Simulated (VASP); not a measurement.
# C (I4_1/amd) in VASP: notebook

C is run at these levels: PBE; tasks: single point.

All numbers are computed with VASP 6.6.1; they aren't measurements. Logs are shortened: lines on timing, memory, paths and dates and some standing lists are left out, and cuts for length are marked.

## 1. The cell of the first run

The structure is tetragonal, space group I4_1/amd (No. 141). Conventional cell: a = 2.437 Å, b = 2.437 Å, c = 3.822 Å, α = 90.00°, β = 90.00°, γ = 90.00°. C (site symmetry -4m2) has 4 C at 1.55 Å within 2.1 Å.

## 2. Single point, PBE

The input, INCAR:

```
SYSTEM = C
PREC = Accurate
ENCUT = 520
EDIFF = 1E-6
ISMEAR = 0
SIGMA = 0.05
LREAL = .False.
LASPH = .True.
NELM = 80
ALGO = Normal
ISIF = 2
LWAVE = .False.
LCHARG = .False.
GGA = PE
NBANDS = 11
```

The input, KPOINTS:

```
regular mesh
0
Gamma
  12 12 12
  0 0 0
```

The input, POSCAR:

```
C
1.0
    0.0000000000      1.7233384878      1.9108520020
    1.7233384878      0.0000000000      1.9108520020
    1.7233384878      1.7233384878      0.0000000000
C
2
Direct
    0.5000000000      0.5000000000      0.5000000000
    0.7500000000      0.7500000000      0.7500000000
```

Potentials or basis: VASP PAW PBE potentials, release 64 (C).

The run is started by

```
$ cat potpaw_PBE.64/C/POTCAR > POTCAR
$ mpirun -np 1 vasp_std > vasp.out
```

OUTCAR:

```text
SYSTEM = C
   PREC = Accurate
   ENCUT = 520
   EDIFF = 1E-6
   ISMEAR = 0
   LREAL = .False.
   LASPH = .True.
   NELM = 80
   ISIF = 2
   GGA = PE

 ion  position               nearest neighbor table
   1  0.500  0.500  0.500-   2 1.55   2 1.55   2 1.55   2 1.55
   2  0.750  0.750  0.750-   1 1.55   1 1.55   1 1.55   1 1.55

  LATTYP: Found a body centered tetragonal cell.
 ALAT       =     2.4371686620
 C/A-ratio  =     1.5680917220

  Lattice vectors:

 A1 = (  -1.7233384878,   0.0000000000,   1.9108520020)
 A2 = (   1.7233384878,   0.0000000000,   1.9108520020)
 A3 = (   0.0000000000,   1.7233384878,  -1.9108520020)

Analysis of symmetry for initial positions (statically):
=====================================================================
 Subroutine PRICEL returns:
 Original cell was already a primitive cell.

 Routine SETGRP: Setting up the symmetry group for a
 body centered tetragonal supercell.

 Subroutine GETGRP returns: Found 16 space group operations
 (whereof  8 operations were pure point group operations)
 out of a pool of 16 trial point group operations.

The static configuration has the point symmetry D_2d.
 The point group associated with its full space group is D_4h.

Analysis of symmetry for dynamics (positions and initial velocities):
=====================================================================
 Subroutine PRICEL returns:
 Original cell was already a primitive cell.

 Routine SETGRP: Setting up the symmetry group for a
 body centered tetragonal supercell.

 Subroutine GETGRP returns: Found 16 space group operations
 (whereof  8 operations were pure point group operations)
 out of a pool of 16 trial point group operations.

The dynamic configuration has the point symmetry D_2d.
 The point group associated with its full space group is D_4h.

 Subroutine INISYM returns: Found 16 space group operations
 (whereof  8 operations are pure point group operations),
 and found     1 'primitive' translations

----------------------------------------------------------------------------------------

                                     Primitive cell

  volume of cell :      11.3501

  direct lattice vectors                    reciprocal lattice vectors
     0.000000000  1.723338488  1.910852002    -0.290134529  0.290134529  0.261663383
     1.723338488  0.000000000  1.910852002     0.290134529 -0.290134529  0.261663383
     1.723338488  1.723338488  0.000000000     0.290134529  0.290134529 -0.261663383

  length of vectors
     2.573179146  2.573179146  2.437168662     0.486645472  0.486645472  0.486645472

  position of ions in fractional coordinates (direct lattice)
     0.500000000  0.500000000  0.500000000
     0.750000000  0.750000000  0.750000000

  ion indices of the primitive-cell ions
   primitive index   ion index
                 1           1
                 2           2

----------------------------------------------------------------------------------------

 KPOINTS: regular mesh

Automatic generation of k-mesh.
 Grid dimensions read from file:
 generate k-points for:   12   12   12

 Generating k-lattice:

  Cartesian coordinates                     Fractional coordinates (reciprocal lattice)
    -0.024177877  0.024177877  0.021805282     0.083333333 -0.000000000  0.000000000
     0.024177877 -0.024177877  0.021805282    -0.000000000  0.083333333  0.000000000
     0.024177877  0.024177877 -0.021805282     0.000000000  0.000000000  0.083333333

  Length of vectors
     0.040553789  0.040553789  0.040553789

  Shift w.r.t. Gamma in fractional coordinates (k-lattice)
     0.000000000  0.000000000  0.000000000

 Subroutine IBZKPT returns following result:
 ===========================================

 Found    163 irreducible k-points:

 Following reciprocal coordinates:
            Coordinates               Weight
  0.000000  0.000000  0.000000      1.000000
  0.083333  0.000000  0.000000      8.000000
  0.166667 -0.000000  0.000000      8.000000
  0.250000  0.000000  0.000000      8.000000
  0.333333  0.000000  0.000000      8.000000
  0.416667  0.000000  0.000000      8.000000
[... 16 lines left out ...]
  0.500000  0.166667  0.000000      8.000000
 -0.416667  0.166667  0.000000      8.000000
 [... further k-points ...]
   k-points           NKPTS =    163   k-points in BZ     NKDIM =    163   number of bands    NBANDS=     11
   number of dos      NEDOS =    301   number of ions     NIONS =      2
   total plane-waves  NPLWV =   7200
   dimension x,y,z NGX =    20 NGY =   20 NGZ =   18
   dimension x,y,z NGXF=    40 NGYF=   40 NGZF=   36
   ions per type =               2
   NGX,Y,Z   is equivalent  to a cutoff of  12.92, 12.92, 12.28 a.u.
   NGXF,Y,Z  is equivalent  to a cutoff of  25.84, 25.84, 24.56 a.u.
 SYSTEM =  C
   PREC   = accura    normal or accurate (medium, high low for compatibility)
   ISTART =      0    job   : 0-new  1-cont  2-samecut
   ICHARG =      2    charge: 1-file 2-atom 10-const
   ISPIN  =      1    spin polarized calculation?
   LNONCOLLINEAR =      F non collinear calculations
   LSORBIT =      F    spin-orbit coupling
   LASPH  =      T    aspherical Exc in radial PAW
   ENCUT  =  520.0 eV  38.22 Ry    6.18 a.u.   4.78  4.78  4.53*2*pi/ulx,y,z
   NELM   =     80;   NELMIN=  2; NELMDL= -5     # of ELM steps
   EDIFF  = 0.1E-05   stopping-criterion for ELM
   LREAL  =      F    real-space projection
   EDIFFG = 0.1E-04   stopping-criterion for IOM
   NSW    =      0    number of steps for IOM
   IBRION =     -1    ionic relax: 0-MD 1-quasi-New 2-CG
   NFREE  =      0    steps in history (QN), initial steepest desc. (CG)
   ISIF   =      2    stress and relaxation
   ISYM   =      2    0-nonsym 1-usesym 2-fastsym
   POTIM  = 0.5000    time-step for ionic-motion
   TEBEG  =    0.0;   TEEND  =   0.0 temperature during run
   PSTRESS=    0.0 pullay stress
   NELECT =       8.0000    total number of electrons
   NUPDOWN=      -1.0000    fix difference up-down
   EMIN   =  10.00;   EMAX   =-10.00  energy-range for DOS
   EFERMI =   0.00;   METHOD = LEGACY
   ISMEAR =     0;   SIGMA  =   0.05  broadening in eV -4-tet -1-fermi 0-gaus
   EFERMI_NEDOS =   21; number of points for ismear=-14 and -15
   IALGO  =     38    algorithm
   IMIX   =      4    mixing-type and parameters
     AMIX     =   0.40;   BMIX     =  1.00
     AMIX_MAG =   1.60;   BMIX_MAG =  1.00
  volume/ion in A,a.u.               =       5.68        38.30
  Fermi-wavevector in a.u.,A,eV,Ry     =   1.456930  2.753199 28.880348  2.122646
  Thomas-Fermi vector in A             =   2.573791
   LORBIT       =      0    0 simple, 1 ext, 2 COOP (PROOUT), +10 PAW based schemes
   GGA     = PE    functional components
   LHFCALC =     F    Hartree Fock is set to
   AEXX    =    0.0000 exact exchange contribution
   IVDW    =     0    specifies the selected vdW correction
   LEPSILON=     F    determine dielectric tensor
   LRPA    =     F    only Hartree local field effects (RPA)
 non-spin polarized calculation
 Gauss-broadening in eV      SIGMA  =   0.05
  energy-cutoff  :      520.00
  volume of cell :       11.35
 maximum number of plane-waves:       336
   NGX =  9   NGY =  9   NGZ =  9

 number of electron       8.0000000 magnetization

 Free energy of the ion-electron system (eV)
  ---------------------------------------------------
  ext. energy  EPLUGINS =         0.00000000
  ---------------------------------------------------
  free energy    TOTEN  =       -17.93520225 eV

  energy without entropy =      -17.93520225  energy(sigma->0) =      -17.93520225

 E-fermi :  10.6522     XC(G=0): -13.2627

 val. band max:       10.3199709153   @ k =   0.0000   0.0000   0.0000
 cond. band min:      13.1801754964   @ k =   0.3333   0.0000   0.3333
 fundamental gap:      2.8602045810
 Fermi energy:        10.6522278449

 k-point     1 :       0.0000    0.0000    0.0000
  band No.  band energies     occupation
      1     -11.7316      2.00000
      2       8.5809      2.00000
      3      10.3200      2.00000
      4      10.3200      2.00000
      5      15.0024      0.00000
      6      15.0024      0.00000
      7      16.2756      0.00000
      8      22.7850      0.00000
      9      29.1328      0.00000
     10      32.8069      0.00000
     11      34.0633      0.00000

 k-point     2 :       0.0833    0.0000    0.0000
  band No.  band energies     occupation
      1     -11.5383      2.00000
      2       7.9641      2.00000
      3       9.3867      2.00000
      4      10.0251      2.00000
      5      15.3906      0.00000
      6      15.4445      0.00000
      7      16.9330      0.00000
      8      22.9604      0.00000
      9      29.4465      0.00000
     10      31.3542      0.00000
     11      36.2259      0.00000

 k-point     3 :       0.1667   -0.0000    0.0000
  band No.  band energies     occupation
      1     -10.9602      2.00000
      2       5.9119      2.00000
      3       8.1640      2.00000
      4       9.4084      2.00000
      5      15.9491      0.00000
      6      16.4352      0.00000
      7      18.1527      0.00000
      8      23.4777      0.00000
      9      29.7939      0.00000
     10      30.8465      0.00000
     11      34.1525      0.00000

 k-point     4 :       0.2500    0.0000    0.0000
  band No.  band energies     occupation
      1     -10.0062      2.00000
      2       3.1764      2.00000
      3       7.2514      2.00000
      4       8.7985      2.00000
      5      16.2569      0.00000
      6      17.4579      0.00000
      7      19.1482      0.00000
      8      24.2260      0.00000
      9      29.8009      0.00000
     10      31.7748      0.00000
     11      33.1682      0.00000

 k-point     5 :       0.3333    0.0000    0.0000
  band No.  band energies     occupation
      1      -8.6974      2.00000
      2       0.4168      2.00000
      3       6.5591      2.00000
      4       8.3316      2.00000
      5      16.2990      0.00000
      6      18.1748      0.00000
      7      19.7550      0.00000
      8      24.9422      0.00000
      9      30.1664      0.00000
     10      33.2116      0.00000
     11      33.3977      0.00000
[... 211 lines left out ...]
 k-point    21 :       0.3333    0.1667    0.0000
  band No.  band energies     occupation
      1      -9.2036      2.00000
      2       2.6407      2.00000
      3       5.4692      2.00000
      4       6.7889      2.00000
      5      17.0018      0.00000
      6      19.9589      0.00000
      7      20.5167      0.00000
      8      22.4026      0.00000
      9      28.8960      0.00000
     10      30.8485      0.00000
     11      37.6351      0.00000

 k-point    22 :       0.4167    0.1667    0.0000
  band No.  band energies     occupation
      1      -7.8553      2.00000
      2       0.2792      2.00000
      3       4.3795      2.00000
      4       6.6573      2.00000
      5      17.4550      0.00000
      6      20.2235      0.00000
      7      20.8487      0.00000
      8      23.6511      0.00000
      9      30.2809      0.00000
     10      30.8089      0.00000
     11      37.4084      0.00000

 k-point    23 :       0.5000    0.1667    0.0000
  band No.  band energies     occupation
      1      -6.2656      2.00000
      2      -1.9719      2.00000
      3       3.6280      2.00000
      4       6.8129      2.00000
      5      17.7799      0.00000
      6      20.2936      0.00000
      7      20.6630      0.00000
      8      25.0664      0.00000
      9      29.7818      0.00000
     10      32.5316      0.00000
     11      36.4610      0.00000

 k-point    24 :      -0.4167    0.1667    0.0000
  band No.  band energies     occupation
      1      -5.4140      2.00000
      2      -2.9711      2.00000
      3       3.2249      2.00000
      4       7.2296      2.00000
      5      18.2088      0.00000
      6      20.1138      0.00000
      7      20.2212      0.00000
      8      25.2166      0.00000
      9      29.9880      0.00000
     10      33.7702      0.00000
     11      34.2078      0.00000

 [... further k-points ...]
[... 5 lines left out ...]
  --------------------------------------------------------------------------------------
  -------------------------------------------------------------------------------------
  Total        2.6772083      2.6772083     -4.8150696      0.0000000     -0.0000000      0.0000000
  in kB      377.9153450    377.9153450   -679.6963385      0.0000000     -0.0000000      0.0000000
  external PRESSURE =      25.3781172 kB  Pullay stress =       0.0000000 kB

 VOLUME and BASIS-vectors are now :
 -----------------------------------------------------------------------------
  energy-cutoff  :      520.00
  volume of cell :       11.35
      direct lattice vectors                 reciprocal lattice vectors
     0.000000000  1.723338488  1.910852002    -0.290134529  0.290134529  0.261663383
     1.723338488  0.000000000  1.910852002     0.290134529 -0.290134529  0.261663383
     1.723338488  1.723338488  0.000000000     0.290134529  0.290134529 -0.261663383

 POSITION                                       TOTAL-FORCE (eV/Angst)
 -----------------------------------------------------------------------------------
      1.72334      1.72334      1.91085        -0.000000     -0.000000      0.000000
      2.58501      2.58501      2.86628         0.000000      0.000000      0.000000
 -----------------------------------------------------------------------------------
    total drift:                                0.000000     -0.000000      0.000000

  FREE ENERGIE OF THE ION-ELECTRON SYSTEM (eV)
  ---------------------------------------------------
  free  energy   TOTEN  =       -17.9352022478 eV

  energy  without entropy=      -17.9352022478  energy(sigma->0) =      -17.93520225
```

Wall time 8.8 s (1 thread of Intel Xeon Platinum 8559C (Emerald Rapids), shared host); peak memory 0.12 GiB.

Results:

| Quantity | Value |
| --- | --- |
| Free energy | -17.9352 eV |
| Pressure | 2.5 GPa |
| Band gap on the k mesh | 2.86 eV, indirect (least direct gap 4.68 eV) |

Stress tensor (GPa, compression positive):
```
 37.79   0.00   0.00
  0.00  37.79   0.00
  0.00   0.00 -67.97
```

Levels at points of the mesh, in eV from the valence-band top:
```tsv
k point	band 1	band 2	band 3	band 4	band 5	band 6	band 7	band 8	band 9
(0.00, 0.00, 0.00)	-22.05	-1.74	0.00	0.00	4.68	4.68	5.96	12.46	18.81
(0.50, 0.00, 0.00)	-16.24	-13.92	-4.34	-2.37	5.87	8.28	9.82	15.16	21.05
(0.50, 0.50, 0.00)	-14.36	-14.36	-5.79	-5.79	5.83	5.83	15.73	15.73	21.46
(0.50, 0.00, 0.50)	-12.78	-12.78	-7.29	-7.29	3.45	3.45	15.83	15.83	22.56
```

Caveat: the cell differs from its parent crystal (strain +e along x and -e along y +0.0000, strain +e along z and -e/2 along x and y +0.0700).

## 3. Single point, PBE

This run uses another cell than the first one, of the same volume but with other edges.

The input, INCAR:

```
PREC = Accurate
ENCUT = 520
EDIFF = 1E-6
ISMEAR = 0
SIGMA = 0.05
LREAL = False
LASPH = True
NELM = 60
ALGO = Normal
ISIF = 2
LWAVE = False
LCHARG = False
GGA = PE
NBANDS = 11
```

The input, KPOINTS:

```
Automatic mesh
0
Gamma
  12 12 12
```

The input, POSCAR:

```
C
1.0
    0.0000000000      1.8483474972      1.6608339830
    1.8483474972      0.0000000000      1.6608339830
    1.8483474972      1.8483474972      0.0000000000
C
2
Direct
    0.5000000000      0.5000000000      0.5000000000
    0.7500000000      0.7500000000      0.7500000000
```

Potentials or basis: VASP PAW PBE potentials, release 64 (C).

The run is started by

```
$ cat potpaw_PBE.64/C/POTCAR > POTCAR
$ mpirun -np 1 vasp_std > vasp.out
```

Run time: 8.1 s. Hardware: 1 thread of Intel Xeon Platinum 8559C (Emerald Rapids), shared host; peak memory 0.12 GiB.

It converged, with:

- Free energy: -17.9530 eV
- Pressure: 2.5 GPa
- Band gap on the k mesh: 1.56 eV, indirect (least direct gap 3.86 eV)

Stress tensor (GPa, compression positive):
```
-26.96   0.00   0.00
  0.00 -26.96   0.00
  0.00   0.00  61.29
```

Levels at points of the mesh, in eV from the valence-band top:
```csv
k point,band 2,band 3,band 4,band 5,band 6,band 7
"(0.00, 0.00, 0.00)",-1.43,-1.43,0.00,3.86,5.19,5.19
"(0.50, 0.00, 0.00)",-14.29,-4.61,-2.89,6.00,7.03,9.70
"(0.50, 0.50, 0.00)",-12.56,-8.23,-8.23,2.19,2.19,16.11
"(0.50, 0.00, 0.50)",-14.24,-6.63,-6.63,4.73,4.73,15.12
```

Caveat: the cell differs from its parent crystal (strain +e along x and -e along y +0.0000, strain +e along z and -e/2 along x and y -0.0700).

## 4. Single point, PBE

The input, INCAR:

```
SYSTEM = C
PREC = Accurate
ENCUT = 520
EDIFF = 1E-7
ISMEAR = 0
SIGMA = 0.05
LREAL = .False.
LASPH = .True.
NELM = 60
ALGO = Normal
ISIF = 2
LWAVE = .False.
LCHARG = .False.
GGA = PE
NBANDS = 11
```

The input, KPOINTS:

```
regular mesh
0
Gamma
  12 12 12
  0 0 0
```

The input, POSCAR:

```
C
1.0
    0.0000000000      1.8170952449      1.7233384878
    1.8170952449      0.0000000000      1.7233384878
    1.8170952449      1.8170952449      0.0000000000
C
2
Direct
    0.5000000000      0.5000000000      0.5000000000
    0.7500000000      0.7500000000      0.7500000000
```

The run is started by

```
$ cat potpaw_PBE.64/C/POTCAR > POTCAR
$ mpirun -np 1 vasp_std > vasp.out
```

Wall time 9.3 s (1 thread of Intel Xeon Platinum 8559C (Emerald Rapids), shared host); peak memory 0.12 GiB.

It converged, with:

| Item | Value |
| --- | --- |
| Free energy | -18.1264 eV |
| Pressure | 1.1 GPa |
| Band gap on the k mesh | 2.84 eV, indirect (least direct gap 4.67 eV) |

Stress tensor (GPa, compression positive):
```
-14.38   0.00   0.00
  0.00 -14.38   0.00
  0.00   0.00  32.01
```

Levels at points of the mesh, in eV from the valence-band top:
| k point | band 1 | band 2 | band 3 | band 4 | band 5 | band 6 | band 7 | band 8 | band 9 |
| --- | --- | --- | --- | --- | --- | --- | --- | --- | --- |
| (0.00, 0.00, 0.00) | -21.93 | -0.75 | -0.75 | 0.00 | 4.67 | 5.33 | 5.33 | 12.72 | 18.78 |
| (0.50, 0.00, 0.00) | -16.17 | -13.83 | -3.74 | -2.84 | 7.27 | 7.72 | 9.17 | 15.20 | 21.28 |
| (0.50, 0.50, 0.00) | -12.68 | -12.68 | -7.28 | -7.28 | 3.44 | 3.44 | 16.42 | 16.42 | 23.14 |
| (0.50, 0.00, 0.50) | -13.51 | -13.51 | -6.50 | -6.50 | 4.68 | 4.68 | 16.02 | 16.02 | 22.30 |

Caveat: the cell differs from its parent crystal (strain +e along x and -e along y +0.0000, strain +e along z and -e/2 along x and y -0.0350). A k mesh can miss the band edges.

(Continued in part 2 of 2.)
